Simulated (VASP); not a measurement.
# CO2 (P4_2/mnm) in VASP: single point with PBE

Aim: the single point of CO2 with PBE.

All numbers are computed with VASP 6.6.1; they aren't measurements. Logs are shortened: lines on timing, memory, paths and dates and some standing lists are left out, and cuts for length are marked.

### 1 The cell of the first run

It takes space group P4_2/mnm (No. 136, tetragonal). The conventional cell has a = 4.753 Å, b = 4.753 Å, c = 5.033 Å, α = 90.00°, β = 90.00°, γ = 90.00°. Within 1.6 Å of C (site symmetry mmm) lie 2 O at 1.17 Å. Within 1.6 Å of O (site symmetry m2m) lie 1 C at 1.17 Å.

### 2 Single point, PBE

The input, INCAR:

```
SYSTEM = CO2
ALGO = Normal ; EDIFF = 1E-6
ENCUT = 910 ; GGA = PE
GGA_COMPAT = .FALSE. ; ISIF = 2
ISMEAR = 0 ; LASPH = .TRUE.
LCHARG = .FALSE. ; LREAL = .FALSE.
LWAVE = .FALSE. ; NBANDS = 25
NELM = 120 ; PREC = Accurate
SIGMA = 0.02
```

The input, KPOINTS:

```
k-points
0
G
  6 6 6
  0 0 0
```

The input, POSCAR:

```
CO2
1.0
    4.7534743958      0.0000000000      0.0000000000
    0.0000000000      4.7534743958      0.0000000000
    0.0000000000      0.0000000000      5.0334543238
C O
2 4
Direct
    0.5000000000      0.5000000000      0.5000000000
    0.0000000000      0.0000000000      0.0000000000
    0.3259760135      0.6740239865      0.5000000000
    0.6740239865      0.3259760135      0.5000000000
    0.1740239865      0.1740239865      0.0000000000
    0.8259760135      0.8259760135      0.0000000000
```

Potentials or basis: VASP PAW PBE potentials, release 64 (C_h, O_h).

Run with:

```console
> cat potpaw_PBE.64/C_h/POTCAR potpaw_PBE.64/O_h/POTCAR > POTCAR
> mpirun -np 1 vasp_std > vasp.out
```

OUTCAR:

```text
SYSTEM = CO2
   EDIFF = 1E-6
   ENCUT = 910
   GGA = PE
   ISIF = 2
   ISMEAR = 0
   LASPH = .TRUE.
   LREAL = .FALSE.
   NELM = 120
   PREC = Accurate

 ion  position               nearest neighbor table
   1  0.500  0.500  0.500-   3 1.17   4 1.17
   2  0.000  0.000  0.000-   5 1.17   6 1.17
   3  0.326  0.674  0.500-   1 1.17
   4  0.674  0.326  0.500-   1 1.17
   5  0.174  0.174  0.000-   2 1.17
   6  0.826  0.826  0.000-   2 1.17

  LATTYP: Found a simple tetragonal cell.
 ALAT       =     4.7534743958
 C/A-ratio  =     1.0589000602

  Lattice vectors:

 A1 = (   4.7534743958,   0.0000000000,   0.0000000000)
 A2 = (   0.0000000000,   4.7534743958,   0.0000000000)
 A3 = (   0.0000000000,   0.0000000000,   5.0334543238)

Analysis of symmetry for initial positions (statically):
=====================================================================
 Subroutine PRICEL returns:
 Original cell was already a primitive cell.

 Routine SETGRP: Setting up the symmetry group for a
 simple tetragonal supercell.

 Subroutine GETGRP returns: Found 16 space group operations
 (whereof  8 operations were pure point group operations)
 out of a pool of 16 trial point group operations.

The static configuration has the point symmetry D_2h.
 The point group associated with its full space group is D_4h.

Analysis of symmetry for dynamics (positions and initial velocities):
=====================================================================
 Subroutine PRICEL returns:
 Original cell was already a primitive cell.

 Routine SETGRP: Setting up the symmetry group for a
 simple tetragonal supercell.

 Subroutine GETGRP returns: Found 16 space group operations
 (whereof  8 operations were pure point group operations)
 out of a pool of 16 trial point group operations.

The dynamic configuration has the point symmetry D_2h.
 The point group associated with its full space group is D_4h.

 Subroutine INISYM returns: Found 16 space group operations
 (whereof  8 operations are pure point group operations),
 and found     1 'primitive' translations

----------------------------------------------------------------------------------------

                                     Primitive cell

  volume of cell :     113.7335

  direct lattice vectors                    reciprocal lattice vectors
     4.753474396  0.000000000  0.000000000     0.210372439  0.000000000  0.000000000
     0.000000000  4.753474396  0.000000000     0.000000000  0.210372439  0.000000000
     0.000000000  0.000000000  5.033454324     0.000000000  0.000000000  0.198670721

  length of vectors
     4.753474396  4.753474396  5.033454324     0.210372439  0.210372439  0.198670721

  position of ions in fractional coordinates (direct lattice)
     0.500000000  0.500000000  0.500000000
     0.000000000  0.000000000  0.000000000
     0.325976013  0.674023987  0.500000000
     0.674023987  0.325976013  0.500000000
     0.174023987  0.174023987  0.000000000
     0.825976013  0.825976013  0.000000000

  ion indices of the primitive-cell ions
   primitive index   ion index
                 1           1
                 2           2
                 3           3
                 4           4
                 5           5
                 6           6

----------------------------------------------------------------------------------------

 KPOINTS: k-points

Automatic generation of k-mesh.
 Grid dimensions read from file:
 generate k-points for:    6    6    6

 Generating k-lattice:

  Cartesian coordinates                     Fractional coordinates (reciprocal lattice)
     0.035062073  0.000000000  0.000000000     0.166666667  0.000000000  0.000000000
     0.000000000  0.035062073  0.000000000     0.000000000  0.166666667  0.000000000
     0.000000000  0.000000000  0.033111787     0.000000000  0.000000000  0.166666667

  Length of vectors
     0.035062073  0.035062073  0.033111787

  Shift w.r.t. Gamma in fractional coordinates (k-lattice)
     0.000000000  0.000000000  0.000000000

 Subroutine IBZKPT returns following result:
 ===========================================

 Found     40 irreducible k-points:

 Following reciprocal coordinates:
            Coordinates               Weight
  0.000000  0.000000  0.000000      1.000000
  0.166667  0.000000  0.000000      4.000000
  0.333333  0.000000  0.000000      4.000000
  0.500000  0.000000  0.000000      2.000000
  0.166667  0.166667  0.000000      4.000000
  0.333333  0.166667  0.000000      8.000000
[... 16 lines left out ...]
  0.333333  0.000000  0.333333      8.000000
  0.500000  0.000000  0.333333      4.000000
 [... further k-points ...]
   k-points           NKPTS =     40   k-points in BZ     NKDIM =     40   number of bands    NBANDS=     25
   number of dos      NEDOS =    301   number of ions     NIONS =      6
   total plane-waves  NPLWV = 115200
   dimension x,y,z NGX =    48 NGY =   48 NGZ =   50
   dimension x,y,z NGXF=    96 NGYF=   96 NGZF=  100
   ions per type =               2   4
   NGX,Y,Z   is equivalent  to a cutoff of  16.79, 16.79, 16.51 a.u.
   NGXF,Y,Z  is equivalent  to a cutoff of  33.57, 33.57, 33.03 a.u.
 SYSTEM =  CO2
   PREC   = accura    normal or accurate (medium, high low for compatibility)
   ISTART =      0    job   : 0-new  1-cont  2-samecut
   ICHARG =      2    charge: 1-file 2-atom 10-const
   ISPIN  =      1    spin polarized calculation?
   LNONCOLLINEAR =      F non collinear calculations
   LSORBIT =      F    spin-orbit coupling
   LASPH  =      T    aspherical Exc in radial PAW
   ENCUT  =  910.0 eV  66.88 Ry    8.18 a.u.  11.69 11.69 12.38*2*pi/ulx,y,z
   NELM   =    120;   NELMIN=  2; NELMDL= -5     # of ELM steps
   EDIFF  = 0.1E-05   stopping-criterion for ELM
   LREAL  =      F    real-space projection
   EDIFFG = 0.1E-04   stopping-criterion for IOM
   NSW    =      0    number of steps for IOM
   IBRION =     -1    ionic relax: 0-MD 1-quasi-New 2-CG
   NFREE  =      0    steps in history (QN), initial steepest desc. (CG)
   ISIF   =      2    stress and relaxation
   ISYM   =      2    0-nonsym 1-usesym 2-fastsym
   POTIM  = 0.5000    time-step for ionic-motion
   TEBEG  =    0.0;   TEEND  =   0.0 temperature during run
   PSTRESS=    0.0 pullay stress
   NELECT =      32.0000    total number of electrons
   NUPDOWN=      -1.0000    fix difference up-down
   EMIN   =  10.00;   EMAX   =-10.00  energy-range for DOS
   EFERMI =   0.00;   METHOD = LEGACY
   ISMEAR =     0;   SIGMA  =   0.02  broadening in eV -4-tet -1-fermi 0-gaus
   EFERMI_NEDOS =   21; number of points for ismear=-14 and -15
   IALGO  =     38    algorithm
   IMIX   =      4    mixing-type and parameters
     AMIX     =   0.40;   BMIX     =  1.00
     AMIX_MAG =   1.60;   BMIX_MAG =  1.00
  volume/ion in A,a.u.               =      18.96       127.92
  Fermi-wavevector in a.u.,A,eV,Ry     =   1.072742  2.027189 15.657254  1.150776
  Thomas-Fermi vector in A             =   2.208521
   LORBIT       =      0    0 simple, 1 ext, 2 COOP (PROOUT), +10 PAW based schemes
   GGA     = PE    functional components
   LHFCALC =     F    Hartree Fock is set to
   AEXX    =    0.0000 exact exchange contribution
   IVDW    =     0    specifies the selected vdW correction
   LEPSILON=     F    determine dielectric tensor
   LRPA    =     F    only Hartree local field effects (RPA)
 non-spin polarized calculation
 Gauss-broadening in eV      SIGMA  =   0.02
  energy-cutoff  :      910.00
  volume of cell :      113.73
 maximum number of plane-waves:      7144
 NGX is ok and might be reduce to    48
   NGX = 23   NGY = 23   NGZ = 25

 number of electron      32.0000003 magnetization

 Free energy of the ion-electron system (eV)
  ---------------------------------------------------
  ext. energy  EPLUGINS =         0.00000000
  ---------------------------------------------------
  free energy    TOTEN  =       -46.63930692 eV

  energy without entropy =      -46.63930692  energy(sigma->0) =      -46.63930692

 E-fermi :  -4.2998     XC(G=0):  -6.7954

 val. band max:       -4.4482537174   @ k =   0.5000   0.5000   0.5000
 cond. band min:       2.0716721678   @ k =   0.0000   0.0000   0.0000
 fundamental gap:      6.5199258852
 Fermi energy:        -4.2998241988

 k-point     1 :       0.0000    0.0000    0.0000
  band No.  band energies     occupation
      1     -24.7757      2.00000
      2     -24.6718      2.00000
      3     -23.7077      2.00000
      4     -23.7077      2.00000
      5      -9.6202      2.00000
      6      -9.4788      2.00000
[... 17 lines left out ...]
     24       9.4807      0.00000
     25       9.7995      0.00000

 k-point     2 :       0.1667    0.0000    0.0000
  band No.  band energies     occupation
      1     -24.7666      2.00000
      2     -24.6764      2.00000
      3     -23.7101      2.00000
      4     -23.7099      2.00000
      5      -9.6014      2.00000
      6      -9.4887      2.00000
[... 17 lines left out ...]
     24       9.2176      0.00000
     25       9.5127      0.00000

 k-point     3 :       0.3333    0.0000    0.0000
  band No.  band energies     occupation
      1     -24.7431      2.00000
      2     -24.6907      2.00000
      3     -23.7149      2.00000
      4     -23.7144      2.00000
      5      -9.5601      2.00000
      6      -9.5071      2.00000
[... 552 lines left out ...]
 k-point    23 :       0.3333    0.0000    0.3333
  band No.  band energies     occupation
      1     -24.7291      2.00000
      2     -24.7029      2.00000
      3     -23.7151      2.00000
      4     -23.7148      2.00000
      5      -9.5410      2.00000
      6      -9.5155      2.00000
[... 17 lines left out ...]
     24       8.4228      0.00000
     25       9.5263      0.00000

 k-point    24 :       0.5000    0.0000    0.3333
  band No.  band energies     occupation
      1     -24.7135      2.00000
      2     -24.7135      2.00000
      3     -23.7175      2.00000
      4     -23.7175      2.00000
      5      -9.5058      2.00000
      6      -9.5058      2.00000
[... 17 lines left out ...]
     24       7.3322      0.00000
     25       9.7234      0.00000

 [... further k-points ...]

------------------------ aborting loop because EDIFF is reached ----------------------------------------

  FORCE on cell =-STRESS in cart. coord.  units (eV):
  Direction    XX          YY          ZZ          XY          YZ          ZX
  --------------------------------------------------------------------------------------
  -------------------------------------------------------------------------------------
  Total       -0.1763538     -0.1763538     -0.2643011      0.0000000      0.0000000      0.0000000
  in kB       -2.4843167     -2.4843167     -3.7232402      0.0000000      0.0000000      0.0000000
  external PRESSURE =      -2.8972912 kB  Pullay stress =       0.0000000 kB

 VOLUME and BASIS-vectors are now :
 -----------------------------------------------------------------------------
  energy-cutoff  :      910.00
  volume of cell :      113.73
      direct lattice vectors                 reciprocal lattice vectors
     4.753474396  0.000000000  0.000000000     0.210372439  0.000000000  0.000000000
     0.000000000  4.753474396  0.000000000     0.000000000  0.210372439  0.000000000
     0.000000000  0.000000000  5.033454324     0.000000000  0.000000000  0.198670721

 POSITION                                       TOTAL-FORCE (eV/Angst)
 -----------------------------------------------------------------------------------
      2.37674      2.37674      2.51673        -0.000000      0.000000      0.000000
      0.00000      0.00000      0.00000        -0.000000      0.000000      0.000000
      1.54952      3.20396      2.51673        -0.008153      0.008153      0.000000
      3.20396      1.54952      2.51673         0.008153     -0.008153     -0.000000
      0.82722      0.82722      0.00000         0.008153      0.008153      0.000000
      3.92626      3.92626      0.00000        -0.008153     -0.008153     -0.000000
 -----------------------------------------------------------------------------------
    total drift:                               -0.000000      0.000000      0.000000

  FREE ENERGIE OF THE ION-ELECTRON SYSTEM (eV)
  ---------------------------------------------------
  free  energy   TOTEN  =       -46.6393069237 eV

  energy  without entropy=      -46.6393069237  energy(sigma->0) =      -46.63930692
```

Wall time 2.6 min (1 thread of AMD EPYC 9R14 (Zen 4), shared host); peak memory 0.4 GiB.

Results:

```yaml
Free_energy: -46.6393 eV
Pressure: -0.3 GPa
Largest_force: 0.012 eV/Å
Band_gap_on_the_k_mesh: 6.52 eV (least direct gap 6.71 eV)
```

Forces in eV/Å, atoms in the order of the input:
```
C    0.000  0.000  0.000
C    0.000  0.000  0.000
O   -0.008  0.008  0.000
O    0.008 -0.008  0.000
O    0.008  0.008  0.000
O   -0.008 -0.008  0.000
```

Caveat: the cutoff is under 1.25 times the usual one of these potentials, so pressure, stress and relaxed cells hold a basis-set (Pulay) error; this functional lacks dispersion, which holds the molecules together, so the pressure and a relaxed volume are unreliable. A k mesh can miss the band edges.
